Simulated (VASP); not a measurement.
# MgS (F-43m) in VASP: G0W0 quasiparticle levels with PBE

Aim: the G0W0 quasiparticle levels of MgS with PBE.

Program: VASP 6.6.1. These are calculated values, not measurements. Logs are shortened: lines on timing, memory, paths and dates and some standing lists are left out, and cuts for length are marked.

### 1 The cell of the first run

It takes space group F-43m (No. 216, cubic). The conventional cell has a = 5.662 Å, b = 5.662 Å, c = 5.662 Å, α = 90.00°, β = 90.00°, γ = 90.00°. Within 3.2 Å of Mg (site symmetry -43m) lie 4 S at 2.45 Å. S (site symmetry -43m) has 4 Mg at 2.45 Å within 3.2 Å.

### 2 G0W0 quasiparticle levels, PBE

POSCAR reads:

```
MgS
1.0
    0.0000000000      2.8308747667      2.8308747667
    2.8308747667      0.0000000000      2.8308747667
    2.8308747667      2.8308747667      0.0000000000
Mg S
1 1
Direct
    0.0000000000      0.0000000000      0.0000000000
    0.7500000000      0.7500000000      0.7500000000
```

INCAR.step1 reads:

```
PREC = Accurate ; ENCUT = 500
EDIFF = 1E-8 ; ISMEAR = 0
SIGMA = 0.01 ; LREAL = False
LASPH = True ; NELM = 80
ALGO = Normal ; LWAVE = True
LCHARG = False ; GGA = PE
```

INCAR.step2 reads:

```
PREC = Accurate ; ENCUT = 500
EDIFF = 1E-8 ; ISMEAR = 0
SIGMA = 0.01 ; LREAL = False
LASPH = True ; NELM = 1
ALGO = Exact ; LWAVE = True
LCHARG = False ; GGA = PE
NBANDS = 139 ; LOPTICS = True
ISTART = 1
```

INCAR.step3 reads:

```
PREC = Accurate ; ENCUT = 500
EDIFF = 1E-8 ; ISMEAR = 0
SIGMA = 0.01 ; LREAL = False
LASPH = True ; ALGO = EVGW0
LWAVE = False ; LCHARG = False
GGA = PE ; NELMGW = 1
NBANDS = 139 ; ENCUTGW = 120.0
NOMEGA = 96 ; PRECFOCK = Fast
ISTART = 1 ; NBANDSGW = 12
OMEGAMAX = 30
```

KPOINTS reads:

```
Automatic mesh
0
Gamma
  4 4 4
```

Potentials or basis: VASP PAW PBE potentials, release 64 (Mg_GW, S_GW).

Run with:

```sh
cat potpaw_PBE.64/Mg_GW/POTCAR potpaw_PBE.64/S_GW/POTCAR > POTCAR
cp INCAR.step1 INCAR
mpirun -np 1 vasp_std > vasp.out
cp INCAR.step2 INCAR
mpirun -np 1 vasp_std > vasp.out
cp INCAR.step3 INCAR
mpirun -np 1 vasp_std > vasp.out
```

OUTCAR:

```text
PREC = Accurate
   ENCUT = 500
   EDIFF = 1E-8
   ISMEAR = 0
   LREAL = False
   LASPH = True
   GGA = PE
   NELMGW = 1
   ENCUTGW = 120.0
   PRECFOCK = Fast
   ISTART = 1

 ion  position               nearest neighbor table
   1  0.000  0.000  0.000-   2 2.45   2 2.45   2 2.45   2 2.45
   2  0.750  0.750  0.750-   1 2.45   1 2.45   1 2.45   1 2.45

  LATTYP: Found a face centered cubic cell.
 ALAT       =     5.6617495334

  Lattice vectors:

 A1 = (   0.0000000000,   2.8308747667,   2.8308747667)
 A2 = (   2.8308747667,   0.0000000000,   2.8308747667)
 A3 = (   2.8308747667,   2.8308747667,   0.0000000000)

Analysis of symmetry for initial positions (statically):
=====================================================================
 Subroutine PRICEL returns:
 Original cell was already a primitive cell.

 Routine SETGRP: Setting up the symmetry group for a
 face centered cubic supercell.

 Subroutine GETGRP returns: Found 24 space group operations
 (whereof 24 operations were pure point group operations)
 out of a pool of 48 trial point group operations.

The static configuration has the point symmetry T_d .

Analysis of symmetry for dynamics (positions and initial velocities):
=====================================================================
 Subroutine PRICEL returns:
 Original cell was already a primitive cell.

 Routine SETGRP: Setting up the symmetry group for a
 face centered cubic supercell.

 Subroutine GETGRP returns: Found 24 space group operations
 (whereof 24 operations were pure point group operations)
 out of a pool of 48 trial point group operations.

The dynamic configuration has the point symmetry T_d .

 Subroutine INISYM returns: Found 24 space group operations
 (whereof 24 operations are pure point group operations),
 and found     1 'primitive' translations

----------------------------------------------------------------------------------------

                                     Primitive cell

  volume of cell :      45.3724

  direct lattice vectors                    reciprocal lattice vectors
     0.000000000  2.830874767  2.830874767    -0.176623850  0.176623850  0.176623850
     2.830874767  0.000000000  2.830874767     0.176623850 -0.176623850  0.176623850
     2.830874767  2.830874767  0.000000000     0.176623850  0.176623850 -0.176623850

  length of vectors
     4.003461488  4.003461488  4.003461488     0.305921482  0.305921482  0.305921482

  position of ions in fractional coordinates (direct lattice)
     0.000000000  0.000000000  0.000000000
     0.750000000  0.750000000  0.750000000

  ion indices of the primitive-cell ions
   primitive index   ion index
                 1           1
                 2           2

----------------------------------------------------------------------------------------

 KPOINTS: Automatic mesh

Automatic generation of k-mesh.
 Grid dimensions read from file:
 generate k-points for:    4    4    4

 Generating k-lattice:

  Cartesian coordinates                     Fractional coordinates (reciprocal lattice)
    -0.044155962  0.044155962  0.044155962     0.250000000  0.000000000  0.000000000
     0.044155962 -0.044155962  0.044155962     0.000000000  0.250000000  0.000000000
     0.044155962  0.044155962 -0.044155962     0.000000000  0.000000000  0.250000000

  Length of vectors
     0.076480370  0.076480370  0.076480370

  Shift w.r.t. Gamma in fractional coordinates (k-lattice)
     0.000000000  0.000000000  0.000000000

 Subroutine IBZKPT returns following result:
 ===========================================

 Found      8 irreducible k-points:

 Following reciprocal coordinates:
            Coordinates               Weight
  0.000000  0.000000  0.000000      1.000000
  0.250000  0.000000  0.000000      8.000000
  0.500000  0.000000  0.000000      4.000000
  0.250000  0.250000  0.000000      6.000000
  0.500000  0.250000  0.000000     24.000000
 -0.250000  0.250000  0.000000     12.000000
  0.500000  0.500000  0.000000      3.000000
 -0.250000  0.500000  0.250000      6.000000
   k-points           NKPTS =      8   k-points in BZ     NKDIM =     64   number of bands    NBANDS=    139
   number of dos      NEDOS =    301   number of ions     NIONS =      2
   total plane-waves  NPLWV =  27000
   dimension x,y,z NGX =    30 NGY =   30 NGZ =   30
   dimension x,y,z NGXF=    60 NGYF=   60 NGZF=   60
   ions per type =               1   1
   NGX,Y,Z   is equivalent  to a cutoff of  12.46, 12.46, 12.46 a.u.
   NGXF,Y,Z  is equivalent  to a cutoff of  24.92, 24.92, 24.92 a.u.
 SYSTEM =  unknown system
   PREC   = accura    normal or accurate (medium, high low for compatibility)
   ISTART =      1    job   : 0-new  1-cont  2-samecut
   ICHARG =      0    charge: 1-file 2-atom 10-const
   ISPIN  =      1    spin polarized calculation?
   LNONCOLLINEAR =      F non collinear calculations
   LSORBIT =      F    spin-orbit coupling
   LASPH  =      T    aspherical Exc in radial PAW
   ENCUT  =  500.0 eV  36.75 Ry    6.06 a.u.   7.30  7.30  7.30*2*pi/ulx,y,z
   NELM   =     60;   NELMIN=  2; NELMDL=  0     # of ELM steps
   EDIFF  = 0.1E-07   stopping-criterion for ELM
   LREAL  =      F    real-space projection
   EDIFFG = 0.1E-06   stopping-criterion for IOM
   NSW    =      0    number of steps for IOM
   IBRION =     -1    ionic relax: 0-MD 1-quasi-New 2-CG
   NFREE  =      0    steps in history (QN), initial steepest desc. (CG)
   ISIF   =      0    stress and relaxation
   ISYM   =      3    0-nonsym 1-usesym 2-fastsym
   POTIM  = 0.5000    time-step for ionic-motion
   TEBEG  =    0.0;   TEEND  =   0.0 temperature during run
   PSTRESS=    0.0 pullay stress
   NELECT =       8.0000    total number of electrons
   NUPDOWN=      -1.0000    fix difference up-down
   EMIN   =  10.00;   EMAX   =-10.00  energy-range for DOS
   EFERMI =   0.00;   METHOD = LEGACY
   ISMEAR =     0;   SIGMA  =   0.01  broadening in eV -4-tet -1-fermi 0-gaus
   EFERMI_NEDOS =   21; number of points for ismear=-14 and -15
   IALGO  =     38    algorithm
   IMIX   =      4    mixing-type and parameters
     AMIX     =   0.40;   BMIX     =  1.00
     AMIX_MAG =   1.60;   BMIX_MAG =  1.00
  volume/ion in A,a.u.               =      22.69       153.09
  Fermi-wavevector in a.u.,A,eV,Ry     =   0.917996  1.734761 11.465859  0.842717
  Thomas-Fermi vector in A             =   2.043028
   LORBIT       =      0    0 simple, 1 ext, 2 COOP (PROOUT), +10 PAW based schemes
   GGA     = PE    functional components
   LHFCALC =     T    Hartree Fock is set to
   PRECFOCK=fast      Normal, Fast or Accurate (Low or Medium for compatibility)
   ENCUT4O =  -1.0   cutoff for four orbital integrals eV
   NKREDX  =     1    reduce k-point grid by
   NKREDY  =     1    reduce k-point grid by
   NKREDZ  =     1    reduce k-point grid by
   AEXX    =    1.0000 exact exchange contribution
   HFSCREEN=    0.0000 screening length (either q_TF or 0.3 A-1)
   HFSCREENC=   0.0000 screening length for correlation (either q_TF or 0.3 A-1)
   ENCUTFOCK=  -1.0 apply spherical cutoff to Coloumb kernel
   IVDW    =     0    specifies the selected vdW correction
   LEPSILON=     F    determine dielectric tensor
   LRPA    =     F    only Hartree local field effects (RPA)
   LRPAFORCE           =     F    calculate RPA forces
   ENCUTGW             = 120.0    cutoff for response function in eV
   ENCUTGWSOFT         =  96.0    soft cutoff for Coulomb kernel in GW response function in eV
   ENCUTLF             =  -1.0    cutoff for local field effects
   NELMGW              =     1    number of iterations in solving QP/BSE equation
   NELMHF              =     1    number of iterations in the inner HF iteration
   NKREDLFX            =     1    NKREDLFY  =   1   NKREDLFZ  =   1
 non-spin polarized calculation
 Gauss-broadening in eV      SIGMA  =   0.01
  energy-cutoff  :      500.00
  volume of cell :       45.37
 maximum number of plane-waves:      1174
 NGX is ok and might be reduce to    30
  NGX = 18; NGY = 18; NGZ = 18
   NGX = 15   NGY = 15   NGZ = 15
 maximum number of plane-waves:       144
 NGX is ok and might be reduce to    18

 QP shifts <psi_nk| G(iteration)W_0 |psi_nk>: iteration 1
 for sc-GW calculations column KS-energies equals QP-energies in previous step
 and V_xc(KS)=  KS-energies - (<T + V_ion + V_H > + <T+V_H+V_ion>^1  + <V_x>^1)

 k-point   1 :       0.0000    0.0000    0.0000
  band No.  KS-energies  QP-energies   sigma(KS)   V_xc(KS)     V^pw_x(r,r')   Z            occupation Imag(sigma)

      1     -10.1836     -11.0215     -14.0307     -12.8414     -20.9013       0.7045       2.0000       1.4162
      2       1.0860      -0.0380     -14.3961     -12.9220     -16.1864       0.7625       2.0000       0.0697
      3       1.0860      -0.0380     -14.3961     -12.9220     -16.1864       0.7625       2.0000       0.0697
      4       1.0860      -0.0380     -14.3961     -12.9220     -16.1864       0.7625       2.0000       0.0697
      5       4.5383       5.0286      -7.6911      -8.3030      -4.3183       0.8013       0.0000      -0.0810
      6       9.0009       9.8252      -7.7507      -8.8022      -3.8218       0.7840       0.0000      -0.1084
      7       9.0009       9.8252      -7.7507      -8.8022      -3.8218       0.7840       0.0000      -0.1084
      8       9.0009       9.8252      -7.7507      -8.8022      -3.8218       0.7840       0.0000      -0.1084
      9      11.8469      12.7466      -8.3273      -9.4988      -3.9342       0.7680       0.0000      -0.1669
     10      11.8469      12.7466      -8.3273      -9.4988      -3.9342       0.7680       0.0000      -0.1669
     11      14.8008      15.1137      -6.2690      -6.6801      -1.4227       0.7610       0.0000      -0.3748
     12      15.0086      15.2181      -6.5804      -6.8549      -1.5578       0.7631       0.0000      -0.5580

 k-point   2 :       0.2500    0.0000    0.0000
  band No.  KS-energies  QP-energies   sigma(KS)   V_xc(KS)     V^pw_x(r,r')   Z            occupation Imag(sigma)
[... 97 lines left out ...]
      1      -9.2730      -9.9522     -14.7027     -13.7018     -21.3944       0.6786       2.0000       1.1207
      2      -1.2125      -2.4852     -12.8247     -11.1066     -15.1631       0.7408       2.0000       0.1130
      3      -0.7447      -2.0574     -13.0164     -11.2622     -15.2082       0.7483       2.0000       0.1005
      4      -0.2383      -1.4894     -13.0961     -11.4385     -15.0990       0.7548       2.0000       0.0868
      5       6.6110       7.0679      -7.6298      -8.2064      -4.1219       0.7925       0.0000      -0.0928
      6       8.9779       9.9571      -8.8349     -10.1028      -4.7992       0.7723       0.0000      -0.1173
      7       9.2639       9.8975      -7.9751      -8.7821      -4.1026       0.7852       0.0000      -0.1110
      8       9.6050      10.2289      -7.2880      -8.0958      -3.0917       0.7724       0.0000      -0.1368
      9      13.6858      14.3042      -8.0602      -8.9066      -2.8358       0.7305       0.0000      -0.3699
     10      14.7635      15.8571      -9.7635     -11.2365      -4.5618       0.7425       0.0000      -0.3532
     11      14.8455      15.3193      -8.0595      -8.6953      -2.8809       0.7454       0.0000      -0.4490
     12      16.0487      16.9802      -9.1308     -10.3531      -3.7908       0.7621       0.0000      -0.5301
```

It took 98 s on 1 thread of Intel Xeon 6975P-C (Granite Rapids), shared host; peak memory 0.44 GiB.

Results:

```
Quasiparticle gap                                   : 5.07 eV
Least direct quasiparticle gap                      : 5.07 eV
Band gap of the starting levels on the mesh         : 3.45 eV
Least direct gap of the starting levels on the mesh : 3.45 eV
```

Caveat: the k points lie up to 0.48 Å⁻¹ apart; bands, screening cutoff and mesh are small and nothing is extrapolated, so the quasiparticle values aren't converged.
